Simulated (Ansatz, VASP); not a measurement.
**Mg in VASP and in Ansatz**

POSCAR

```
Mg
1.0
    3.1947340000      0.0000000000      0.0000000000
   -1.5973670000      2.7667210000      0.0000000000
    0.0000000000      0.0000000000      5.1900560000
Mg
2
Direct
    0.3333330000      0.6666670000      0.2500000000
    0.6666670000      0.3333330000      0.7500000000
```

Contents of INCAR.step1:

```
SYSTEM = Mg
ALGO = Normal
EDIFF = 1E-5
ENCUT = 520
GGA = PE
ISIF = 2
ISMEAR = 0
LASPH = .TRUE.
LCHARG = .FALSE.
LREAL = .FALSE.
LWAVE = .TRUE.
NBANDS = 9
NELM = 100
PREC = Accurate
SIGMA = 0.1
```

Contents of INCAR.step2:

```
SYSTEM = Mg
AEXX = 0.25
ALGO = Normal
EDIFF = 1E-6
ENCUT = 520
GGA = PE
ISIF = 2
ISMEAR = 0
ISTART = 1
LASPH = .TRUE.
LCHARG = .FALSE.
LHFCALC = .TRUE.
LREAL = .FALSE.
LWAVE = .FALSE.
NBANDS = 9
NELM = 100
PREC = Accurate
PRECFOCK = Normal
SIGMA = 0.1
```

Contents of KPOINTS:

```
k-points
0
G
  9 9 6
  0 0 0
```

Input for Ansatz:

```yaml
crystal:
  lattice:
    - [3.194734, 0.0, 0.0]
    - [-1.597367, 2.766721, 0.0]
    - [0.0, 0.0, 5.190056]
  atoms:
    - { symbol: Mg, position: [0.333333, 0.666667, 0.25] }
    - { symbol: Mg, position: [0.666667, 0.333333, 0.75] }
scf:
  occupations: { method: gaussian, width: 0.1 }
output:
  forces: true
  stress: true
  eigenvalues: true
hamiltonian:
  xc: pbe0
kpoints:
  mp_grid: { grid: [9, 9, 6] }
```

Alike in both runs: task single point; functional PBE0; k mesh 9 × 9 × 6; occupations gaussian, width 0.1 eV; no spin polarisation.

```csv
,VASP,Ansatz
version,VASP 6.6.1,Ansatz 0.2.0
potentials or method,"VASP PAW PBE potentials, release 64 (Mg)","scalar-relativistic, plane waves, PAW"
plane-wave cutoff (eV),520,420
valence electrons in the cell,4,20
```

|  | VASP | Ansatz | Ansatz less VASP |
| --- | --- | --- | --- |
| gap on the k mesh at the Fermi level (eV) | none | none | - |
| pressure (GPa) | -0.2 | -0.2 | +0.08 |
| traceless stress, the component that is largest in VASP (GPa) | -0.81 | -0.70 | +0.110 |

A gap of «none» marks a metal or a gap that the smearing closes. VASP's potentials hold 4 valence electrons a cell and Ansatz's 20, so a difference there can come from the potentials and not from the codes. Ansatz's warnings: filled band counts differ across k points, stress exchange threshold loose, stress scf threshold loose, structure snapped to symmetry.
